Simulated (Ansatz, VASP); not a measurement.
InF in VASP and in Ansatz

Contents of INCAR:

```
SYSTEM = InF
PREC = Accurate
ENCUT = 520
EDIFF = 1E-6
ISMEAR = -1
SIGMA = 0.05
LREAL = .False.
LASPH = .True.
NELM = 100
ALGO = Normal
ISIF = 2
LWAVE = .False.
LCHARG = .False.
GGA = PE
NBANDS = 17
```

KPOINTS

```
Automatic mesh
0
Gamma
  13 13 13
  0 0 0
```

File POSCAR:

```
InF
1.0
    0.0000000000      3.0634122134      3.0634122134
    3.0634122134      0.0000000000      3.0634122134
    3.0634122134      3.0634122134      0.0000000000
In F
1 1
Direct
    0.0000000000      0.0000000000      0.0000000000
    0.2500000000      0.2500000000      0.2500000000
```

Input for Ansatz:

```yaml
crystal:
  lattice:
    - [0.0, 3.0634122134, 3.0634122134]
    - [3.0634122134, 0.0, 3.0634122134]
    - [3.0634122134, 3.0634122134, 0.0]
  atoms:
    - { symbol: In, position: [0.0, 0.0, 0.0] }
    - { symbol: F, position: [0.25, 0.25, 0.25] }
kpoints:
  mp_grid: { grid: [13, 13, 13] }
scf:
  occupations: { method: fermi_dirac, width: 0.05 }
hamiltonian:
  xc: pbe
  pseudopotentials: { kind: all_electron, lapw: { basis_error: 0.0005 } }
output:
  forces: true
  stress: true
  eigenvalues: true
```

Change from the starting cell: volume scaled by 1.06.

Alike in both runs: task single point; functional PBE; k mesh 13 × 13 × 13; occupations fermi-dirac, width 0.05 eV; no spin polarisation.

|  | VASP | Ansatz |
| --- | --- | --- |
| version | VASP 6.6.1 | Ansatz 0.2.0 |
| potentials or method | VASP PAW PBE potentials, release 64 (In_d, F), cutoff 520 eV | all-electron LAPW, scalar-relativistic |

|  | VASP | Ansatz | Ansatz less VASP |
| --- | --- | --- | --- |
| gap on the k mesh at the Fermi level (eV) | 2.14 | 2.14 | +0.002 |
| pressure (GPa) | -1.2 | -1.1 | +0.11 |

Ansatz ran all-electron here, and VASP with PAW potentials.
